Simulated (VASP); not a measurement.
## BaTiO3: single point with LDA

Crystal: BaTiO3.

```xyz
5
Lattice="3.9433 0.0000 0.0000 0.0000 3.9433 0.0000 0.0000 0.0000 3.9242" Properties=species:S:1:pos:R:3 pbc="T T T"
Ba    0.0000    0.0000    0.0000
Ti    1.9717    1.9717    1.9621
O     1.9717    1.9717    0.0000
O     1.9717    0.0000    1.9621
O     0.0000    1.9717    1.9621
```

| Item | Value |
| --- | --- |
| Program | VASP 6.6.1 |
| Task | single point |
| Functional | LDA |
| Potentials or basis | VASP PAW LDA potentials, release 64 (Ba_sv, Ti_sv, O) |
| Cutoff | 600 eV |
| k mesh | 8 × 8 × 8 |
| Occupations | gaussian, width 0.02 eV |
| Spin | no spin polarisation |

```
Pressure               : 2.0 GPa
Band gap on the k mesh : 1.74 eV (least direct gap 1.83 eV)
```

Stress tensor (GPa, compression positive):
```
1.61 0.00 0.00
0.00 1.61 0.00
0.00 0.00 2.76
```

Levels at points of the mesh, in eV from the valence-band top:
```
           k point  band 16  band 17  band 18  band 19  band 20  band 21  band 22  band 23  band 24  band 25
(0.00, 0.00, 0.00)    -1.20    -1.19    -0.10    -0.10    -0.09     1.74     1.75     1.75     4.26     4.30
(0.50, 0.00, 0.00)    -2.06    -1.90    -1.90    -0.72    -0.72     1.93     3.69     3.69     4.31     6.44
(0.50, 0.50, 0.00)    -2.92    -1.71    -0.87    -0.87    -0.11     3.70     3.70     4.12     5.25     8.06
(0.00, 0.00, 0.50)    -2.04    -1.96    -1.96    -0.72    -0.72     1.93     3.73     3.73     4.28     6.46
(0.50, 0.00, 0.50)    -2.94    -1.71    -0.82    -0.82    -0.10     3.70     3.74     4.15     5.20     8.08
(0.50, 0.50, 0.50)    -2.40    -2.35    -0.01     0.00     0.00     4.44     4.46     4.46     6.86     6.89
```

It took 2.5 min on 1 thread of Intel Xeon 8259CL (shared host), peak memory 0.27 GiB.

Caveat: spin-orbit coupling is left out, which moves the levels of the heavy elements. A k mesh can miss the band edges.
